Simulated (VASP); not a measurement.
# Zr (P6/mmm) in VASP: a series of runs

The runs below take Zr through single point, with r2SCAN.

Everything below comes from runs of VASP 6.6.1. Logs are shortened: lines on timing, memory, paths and dates and some standing lists are left out, and cuts for length are marked.

**1. The cell of the first run**

The structure is hexagonal, space group P6/mmm (No. 191). The conventional cell has a = 5.043 Å, b = 5.043 Å, c = 3.153 Å, α = 90.00°, β = 90.00°, γ = 120.00°. Zr (site symmetry 6/mmm) has 14 Zr at 3.15 to 3.31 Å within 4.1 Å. Zr (site symmetry -6m2) has 11 Zr at 2.91 to 3.31 Å within 3.8 Å.

This isn't the form of Zr at room conditions, which is hcp.

**2. Single point, r2SCAN**

File POSCAR:

```
Zr
1.0
    5.0426164681      0.0000000000      0.0000000000
   -2.5213082340      4.3670339629      0.0000000000
    0.0000000000      0.0000000000      3.1531902170
Zr
3
Direct
    0.0000000000      1.0000000000      0.0000000000
    0.3333333333      0.6666666667      0.5000000000
    0.6666666667      0.3333333333      0.5000000000
```

File INCAR.step1:

```
SYSTEM = Zr
PREC = Accurate ; ENCUT = 520
ISMEAR = -1 ; SIGMA = 0.1
LREAL = .False. ; LASPH = .True.
NELM = 60 ; NBANDS = 25
GGA = PE ; ALGO = Normal
EDIFF = 1E-4 ; LWAVE = .True.
LCHARG = .False.
```

File INCAR.step2:

```
SYSTEM = Zr
PREC = Accurate ; ENCUT = 520
EDIFF = 1E-7 ; ISMEAR = -1
SIGMA = 0.1 ; LREAL = .False.
LASPH = .True. ; NELM = 60
ALGO = Normal ; ISIF = 2
LWAVE = .False. ; LCHARG = .False.
METAGGA = R2SCAN ; LMIXTAU = .True.
NBANDS = 25 ; ISTART = 1
```

File KPOINTS:

```
Automatic mesh
0
Gamma
  7 7 10
  0 0 0
```

Potentials or basis: VASP PAW PBE potentials, release 64 (Zr_sv).

The run is started by

```
$ cat potpaw_PBE.64/Zr_sv/POTCAR > POTCAR
$ cp INCAR.step1 INCAR
$ mpirun -np 1 vasp_std > vasp.out
$ cp INCAR.step2 INCAR
$ mpirun -np 1 vasp_std > vasp.out
```

OUTCAR:

```text
SYSTEM = Zr
   PREC = Accurate
   ENCUT = 520
   EDIFF = 1E-7
   ISMEAR = -1
   LREAL = .False.
   LASPH = .True.
   NELM = 60
   ISIF = 2
   METAGGA = R2SCAN
   ISTART = 1

 ion  position               nearest neighbor table
   1  0.000  0.000  0.000-   2 3.31   3 3.31   2 3.31   3 3.31   2 3.31   2 3.31   3 3.31   3 3.31
                             3 3.31   3 3.31   2 3.31   2 3.31
   2  0.333  0.667  0.500-   3 2.91   3 2.91   3 2.91   1 3.31   1 3.31   1 3.31   1 3.31   1 3.31
                             1 3.31
   3  0.667  0.333  0.500-   2 2.91   2 2.91   2 2.91   1 3.31   1 3.31   1 3.31   1 3.31   1 3.31
                             1 3.31

  LATTYP: Found a hexagonal cell.
 ALAT       =     5.0426164681
 C/A-ratio  =     0.6253083567

  Lattice vectors:

 A1 = (   5.0426164681,   0.0000000000,   0.0000000000)
 A2 = (  -2.5213082340,   4.3670339629,   0.0000000000)
 A3 = (   0.0000000000,   0.0000000000,   3.1531902170)

Analysis of symmetry for initial positions (statically):
=====================================================================
 Subroutine PRICEL returns:
 Original cell was already a primitive cell.

 Routine SETGRP: Setting up the symmetry group for a
 hexagonal supercell.

 Subroutine GETGRP returns: Found 24 space group operations
 (whereof 24 operations were pure point group operations)
 out of a pool of 24 trial point group operations.

The static configuration has the point symmetry D_6h.

Analysis of symmetry for dynamics (positions and initial velocities):
=====================================================================
 Subroutine PRICEL returns:
 Original cell was already a primitive cell.

 Routine SETGRP: Setting up the symmetry group for a
 hexagonal supercell.

 Subroutine GETGRP returns: Found 24 space group operations
 (whereof 24 operations were pure point group operations)
 out of a pool of 24 trial point group operations.

The dynamic configuration has the point symmetry D_6h.

 Subroutine INISYM returns: Found 24 space group operations
 (whereof 24 operations are pure point group operations),
 and found     1 'primitive' translations

----------------------------------------------------------------------------------------

                                     Primitive cell

  volume of cell :      69.4373

  direct lattice vectors                    reciprocal lattice vectors
     5.042616468  0.000000000  0.000000000     0.198309748  0.114494186  0.000000000
    -2.521308234  4.367033963  0.000000000     0.000000000  0.228988373  0.000000000
     0.000000000  0.000000000  3.153190217     0.000000000  0.000000000  0.317139129

  length of vectors
     5.042616468  5.042616468  3.153190217     0.228988373  0.228988373  0.317139129

  position of ions in fractional coordinates (direct lattice)
     0.000000000  0.000000000  0.000000000
     0.333333333  0.666666667  0.500000000
     0.666666667  0.333333333  0.500000000

  ion indices of the primitive-cell ions
   primitive index   ion index
                 1           1
                 2           2
                 3           3

----------------------------------------------------------------------------------------

 KPOINTS: Automatic mesh

Automatic generation of k-mesh.
 Grid dimensions read from file:
 generate k-points for:    7    7   10

 Generating k-lattice:

  Cartesian coordinates                     Fractional coordinates (reciprocal lattice)
     0.028329964  0.016356312  0.000000000     0.142857143  0.000000000  0.000000000
     0.000000000  0.032712625  0.000000000     0.000000000  0.142857143  0.000000000
     0.000000000  0.000000000  0.031713913     0.000000000  0.000000000  0.100000000

  Length of vectors
     0.032712625  0.032712625  0.031713913

  Shift w.r.t. Gamma in fractional coordinates (k-lattice)
     0.000000000  0.000000000  0.000000000

 Subroutine IBZKPT returns following result:
 ===========================================

 Found     48 irreducible k-points:

 Following reciprocal coordinates:
            Coordinates               Weight
  0.000000  0.000000  0.000000      1.000000
  0.142857 -0.000000  0.000000      6.000000
  0.285714 -0.000000  0.000000      6.000000
  0.428571 -0.000000  0.000000      6.000000
  0.142857  0.142857  0.000000      6.000000
  0.285714  0.142857  0.000000     12.000000
[... 16 lines left out ...]
  0.428571  0.142857  0.200000     12.000000
  0.285714  0.285714  0.200000     12.000000
 [... further k-points ...]
   k-points           NKPTS =     48   k-points in BZ     NKDIM =     48   number of bands    NBANDS=     25
   number of dos      NEDOS =    301   number of ions     NIONS =      3
   total plane-waves  NPLWV =  38400
   dimension x,y,z NGX =    40 NGY =   40 NGZ =   24
   dimension x,y,z NGXF=    80 NGYF=   80 NGZF=   48
   ions per type =               3
   NGX,Y,Z   is equivalent  to a cutoff of  13.19, 13.19, 12.65 a.u.
   NGXF,Y,Z  is equivalent  to a cutoff of  26.37, 26.37, 25.31 a.u.
 SYSTEM =  Zr
   PREC   = accura    normal or accurate (medium, high low for compatibility)
   ISTART =      1    job   : 0-new  1-cont  2-samecut
   ICHARG =      0    charge: 1-file 2-atom 10-const
   ISPIN  =      1    spin polarized calculation?
   LNONCOLLINEAR =      F non collinear calculations
   LSORBIT =      F    spin-orbit coupling
   LASPH  =      T    aspherical Exc in radial PAW
   ENCUT  =  520.0 eV  38.22 Ry    6.18 a.u.   9.38  9.38  5.86*2*pi/ulx,y,z
   NELM   =     60;   NELMIN=  2; NELMDL=  0     # of ELM steps
   EDIFF  = 0.1E-06   stopping-criterion for ELM
   LREAL  =      F    real-space projection
   EDIFFG = 0.1E-05   stopping-criterion for IOM
   NSW    =      0    number of steps for IOM
   IBRION =     -1    ionic relax: 0-MD 1-quasi-New 2-CG
   NFREE  =      0    steps in history (QN), initial steepest desc. (CG)
   ISIF   =      2    stress and relaxation
   ISYM   =      2    0-nonsym 1-usesym 2-fastsym
   POTIM  = 0.5000    time-step for ionic-motion
   TEBEG  =    0.0;   TEEND  =   0.0 temperature during run
   PSTRESS=    0.0 pullay stress
   NELECT =      36.0000    total number of electrons
   NUPDOWN=      -1.0000    fix difference up-down
   EMIN   =  10.00;   EMAX   =-10.00  energy-range for DOS
   EFERMI =   0.00;   METHOD = LEGACY
   ISMEAR =    -1;   SIGMA  =   0.10  broadening in eV -4-tet -1-fermi 0-gaus
   EFERMI_NEDOS =   21; number of points for ismear=-14 and -15
   IALGO  =     38    algorithm
   IMIX   =      4    mixing-type and parameters
     AMIX     =   0.40;   BMIX     =  1.00
     AMIX_MAG =   1.60;   BMIX_MAG =  1.00
  volume/ion in A,a.u.               =      23.15       156.20
  Fermi-wavevector in a.u.,A,eV,Ry     =   1.315159  2.485289 23.533207  1.729642
  Thomas-Fermi vector in A             =   2.445361
   LORBIT       =      0    0 simple, 1 ext, 2 COOP (PROOUT), +10 PAW based schemes
   METAGGA = R2SCAN    functional components
   LHFCALC =     F    Hartree Fock is set to
   AEXX    =    0.0000 exact exchange contribution
   IVDW    =     0    specifies the selected vdW correction
   LEPSILON=     F    determine dielectric tensor
   LRPA    =     F    only Hartree local field effects (RPA)
 non-spin polarized calculation
  energy-cutoff  :      520.00
  volume of cell :       69.44
 maximum number of plane-waves:      1902
 NGX is ok and might be reduce to    40
   NGX = 19   NGY = 19   NGZ = 11

 number of electron      36.0000000 magnetization

 Free energy of the ion-electron system (eV)
  ---------------------------------------------------
  ext. energy  EPLUGINS =         0.00000000
  ---------------------------------------------------
  free energy    TOTEN  =       -68.33241778 eV

  energy without entropy =      -68.24901268  energy(sigma->0) =      -68.29071523

 E-fermi :   8.9767     XC(G=0): -11.9844

 val. band max:        8.9512615393   @ k =   0.1429  -0.0000   0.0000
 cond. band min:       8.9808326284   @ k =   0.4286   0.1429   0.2000
 fundamental gap:      0.0295710891
 Fermi energy:         8.9766959484

 k-point     1 :       0.0000    0.0000    0.0000
  band No.  band energies     occupation
      1     -41.5998      2.00000
      2     -41.3544      2.00000
      3     -41.1580      2.00000
      4     -19.0821      2.00000
      5     -19.0821      2.00000
      6     -19.0379      2.00000
[... 17 lines left out ...]
     24      11.3993      0.00000
     25      11.4601      0.00000

 k-point     2 :       0.1429   -0.0000    0.0000
  band No.  band energies     occupation
      1     -41.5955      2.00000
      2     -41.3495      2.00000
      3     -41.1678      2.00000
      4     -19.2045      2.00000
      5     -19.1675      2.00000
      6     -18.9092      2.00000
[... 17 lines left out ...]
     24      11.0276      0.00000
     25      12.1034      0.00000

 k-point     3 :       0.2857   -0.0000    0.0000
  band No.  band energies     occupation
      1     -41.5860      2.00000
      2     -41.3336      2.00000
      3     -41.1942      2.00000
      4     -19.3147      2.00000
      5     -19.1622      2.00000
      6     -18.7832      2.00000
[... 17 lines left out ...]
     24      11.6594      0.00000
     25      12.8221      0.00000

 k-point     4 :       0.4286   -0.0000    0.0000
  band No.  band energies     occupation
      1     -41.5789      2.00000
      2     -41.3113      2.00000
      3     -41.2246      2.00000
      4     -19.3751      2.00000
      5     -19.0462      2.00000
      6     -18.8419      2.00000
[... 17 lines left out ...]
     24      11.9924      0.00000
     25      12.5477      0.00000

 k-point     5 :       0.1429    0.1429    0.0000
  band No.  band energies     occupation
      1     -41.5886      2.00000
      2     -41.3388      2.00000
      3     -41.1862      2.00000
      4     -19.2546      2.00000
      5     -19.2160      2.00000
      6     -18.8224      2.00000
[... 17 lines left out ...]
     24      11.4586      0.00000
     25      12.7558      0.00000

 k-point     6 :       0.2857    0.1429    0.0000
  band No.  band energies     occupation
      1     -41.5806      2.00000
      2     -41.3170      2.00000
      3     -41.2170      2.00000
      4     -19.3111      2.00000
      5     -19.1596      2.00000
      6     -18.8333      2.00000
[... 17 lines left out ...]
     24      12.1561      0.00000
     25      12.2774      0.00000
[... 393 lines left out ...]
 k-point    21 :       0.1429    0.1429    0.2000
  band No.  band energies     occupation
      1     -41.5642      2.00000
      2     -41.3216      2.00000
      3     -41.1661      2.00000
      4     -19.2048      2.00000
      5     -19.1430      2.00000
      6     -18.8550      2.00000
[... 17 lines left out ...]
     24      11.2820      0.00000
     25      12.7451      0.00000

 k-point    22 :       0.2857    0.1429    0.2000
  band No.  band energies     occupation
      1     -41.5588      2.00000
      2     -41.2972      2.00000
      3     -41.1967      2.00000
      4     -19.2536      2.00000
      5     -19.1137      2.00000
      6     -18.8960      2.00000
[... 17 lines left out ...]
     24      11.9084      0.00000
     25      12.3288      0.00000

 k-point    23 :       0.4286    0.1429    0.2000
  band No.  band energies     occupation
      1     -41.5566      2.00000
      2     -41.2780      2.00000
      3     -41.2186      2.00000
      4     -19.2731      2.00000
      5     -19.0170      2.00000
      6     -19.0087      2.00000
[... 17 lines left out ...]
     24      12.1776      0.00000
     25      12.6200      0.00000

 k-point    24 :       0.2857    0.2857    0.2000
  band No.  band energies     occupation
      1     -41.5563      2.00000
      2     -41.2685      2.00000
      3     -41.2284      2.00000
      4     -19.2288      2.00000
      5     -19.0879      2.00000
      6     -18.9998      2.00000
[... 17 lines left out ...]
     24      12.3317      0.00000
     25      12.5919      0.00000

 [... further k-points ...]

------------------------ aborting loop because EDIFF is reached ----------------------------------------

  FORCE on cell =-STRESS in cart. coord.  units (eV):
  Direction    XX          YY          ZZ          XY          YZ          ZX
  --------------------------------------------------------------------------------------
  -------------------------------------------------------------------------------------
  Total        0.0126498      0.0126498     -0.0028619      0.0000000     -0.0000000      0.0000000
  in kB        0.2918784      0.2918784     -0.0660344      0.0000000     -0.0000000      0.0000000
  external PRESSURE =       0.1725741 kB  Pullay stress =       0.0000000 kB

 VOLUME and BASIS-vectors are now :
 -----------------------------------------------------------------------------
  energy-cutoff  :      520.00
  volume of cell :       69.44
      direct lattice vectors                 reciprocal lattice vectors
     5.042616468  0.000000000  0.000000000     0.198309748  0.114494186  0.000000000
    -2.521308234  4.367033963  0.000000000     0.000000000  0.228988373  0.000000000
     0.000000000  0.000000000  3.153190217     0.000000000  0.000000000  0.317139129

 POSITION                                       TOTAL-FORCE (eV/Angst)
 -----------------------------------------------------------------------------------
      0.00000      0.00000      0.00000         0.000000      0.000000      0.000000
     -0.00000      2.91136      1.57660         0.000000      0.000000     -0.000000
      2.52131      1.45568      1.57660        -0.000000     -0.000000      0.000000
 -----------------------------------------------------------------------------------
    total drift:                                0.000000      0.000000      0.000000

  FREE ENERGIE OF THE ION-ELECTRON SYSTEM (eV)
  ---------------------------------------------------
  free  energy   TOTEN  =       -68.3324177806 eV

  energy  without entropy=      -68.2490126817  energy(sigma->0) =      -68.29071523
```

It took 6.2 min on 1 thread of Intel Xeon 8259CL, shared host; peak memory 0.23 GiB.

Results:

| Quantity | Value |
| --- | --- |
| Free energy | -68.3324 eV |
| Pressure | 0.0 GPa |
| Band gap on the k mesh | zero (bands 18 and 19 overlap by 0.53 eV) |

Caveat: the PAW data sets were made with another functional, which shifts forces and pressure a little.

**3. Single point, r2SCAN**

POSCAR is that of step 2.

File INCAR.step1:

```
SYSTEM = Zr
ALGO = Normal
EDIFF = 1E-4
ENCUT = 520
GGA = PE
ISMEAR = -1
LASPH = .True.
LCHARG = .False.
LREAL = .False.
LWAVE = .True.
NBANDS = 25
NELM = 100
PREC = Accurate
SIGMA = 0.1
```

File INCAR.step2:

```
SYSTEM = Zr
ALGO = Normal
EDIFF = 1E-6
ENCUT = 520
ISIF = 2
ISMEAR = -1
ISTART = 1
LASPH = .True.
LCHARG = .False.
LMIXTAU = .True.
LREAL = .False.
LWAVE = .False.
METAGGA = R2SCAN
NBANDS = 25
NELM = 100
PREC = Accurate
SIGMA = 0.1
```

File KPOINTS:

```
k-points
0
Gamma
  10 10 13
  0 0 0
```

Potentials or basis: VASP PAW PBE potentials, release 64 (Zr_sv).

The run is started by

```
$ cat potpaw_PBE.64/Zr_sv/POTCAR > POTCAR
$ cp INCAR.step1 INCAR
$ mpirun -np 1 vasp_std > vasp.out
$ cp INCAR.step2 INCAR
$ mpirun -np 1 vasp_std > vasp.out
```

It took 11 min on 1 thread of Intel Xeon 8259CL, shared host; peak memory 0.28 GiB.

Results (log left out):

| Quantity | Value |
| --- | --- |
| Free energy | -68.3305 eV |
| Pressure | 0.0 GPa |
| Band gap on the k mesh | zero (bands 18 and 19 overlap by 0.53 eV) |

Levels at points of the mesh, in eV from the Fermi level:
| k point | band 15 | band 16 | band 17 | band 18 | band 19 | band 20 | band 21 | band 22 |
| --- | --- | --- | --- | --- | --- | --- | --- | --- |
| (0.00, 0.00, 0.00) | -0.62 | -0.62 | -0.54 | -0.54 | -0.10 | 1.03 | 1.82 | 1.82 |
| (0.50, 0.00, 0.00) | -3.03 | -0.62 | -0.51 | -0.46 | 0.06 | 0.82 | 1.25 | 1.47 |

Caveat: the PAW data sets were made with another functional, which shifts forces and pressure a little.
